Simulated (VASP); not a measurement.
**Rb: single point with PBEsol**

Crystal: Rb.

```xyz
2
Lattice="0.0000 4.8623 4.8623 4.8623 0.0000 4.8623 4.8623 4.8623 0.0000" Properties=species:S:1:pos:R:3 pbc="T T T"
Rb    1.2156    1.2156    1.2156
Rb    8.5089    8.5089    8.5089
```

This isn't the form of Rb at room conditions, which is bcc.

| Item | Value |
| --- | --- |
| Program | VASP 6.6.1 |
| Task | single point |
| Functional | PBEsol |
| Potentials or basis | VASP PAW PBE potentials, release 64 (Rb_sv) |
| Cutoff | 520 eV |
| k mesh | 6 × 6 × 6 |
| Occupations | fermi-dirac, width 0.1 eV |
| Spin | no spin polarisation |
| Dipole correction | no |
| Further INCAR settings | ALGO = Normal; EDIFF = 1e-07; NBANDS = 16 |

- Pressure: 0.2 GPa
- Band gap on the k mesh: zero (bands 9 and 10 overlap by 0.26 eV)

Levels at points of the mesh, in eV from the Fermi level:
| k point | band 7 | band 8 | band 9 | band 10 | band 11 | band 12 |
| --- | --- | --- | --- | --- | --- | --- |
| (0.00, 0.00, 0.00) | -13.33 | -13.33 | -1.74 | 2.14 | 2.14 | 2.14 |
| (0.50, 0.00, 0.00) | -13.31 | -13.31 | -0.64 | -0.08 | 1.75 | 1.75 |
| (0.50, 0.50, 0.00) | -13.30 | -13.30 | 0.03 | 0.03 | 1.07 | 1.07 |

Wall time 79 s on 1 thread of Intel(R) Xeon(R) Platinum 8259CL CPU @ 2.50GHz (Skylake/Cascade Lake) (shared host), peak memory 0.39 GiB.

Caveat: the PAW data sets were made with another functional, which shifts forces and pressure a little.
